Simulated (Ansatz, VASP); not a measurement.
## Two plane-wave programs on AlN

```
Al N
1.0
     0.00000    2.25720    2.25720
     2.25720    0.00000    2.25720
     2.25720    2.25720    0.00000
Al N
1 1
Direct
  0.00000 0.00000 0.00000
  0.25000 0.25000 0.25000
```

Change from the starting cell: hydrostatic strain +3.3%.

Alike in both runs: task single point; functional HSE06; k mesh 8 × 8 × 8; no spin polarisation.

```csv
,VASP,Ansatz
version,VASP 6.6.1,Ansatz 0.2.0
potentials or method,"VASP PAW PBE potentials, release 64 (Al, N)","plane waves, PAW"
plane-wave cutoff (eV),520,420
occupations,"gaussian, width 0.01 eV",fixed
valence electrons in the cell,8,8
```

```tsv
	VASP	Ansatz	Ansatz less VASP
gap on the k mesh at the Fermi level (eV)	4.45	4.45	0.000
pressure (GPa)	-17.8	-17.6	+0.20
```

Ansatz's warnings: stress exchange threshold loose, stress scf threshold loose.
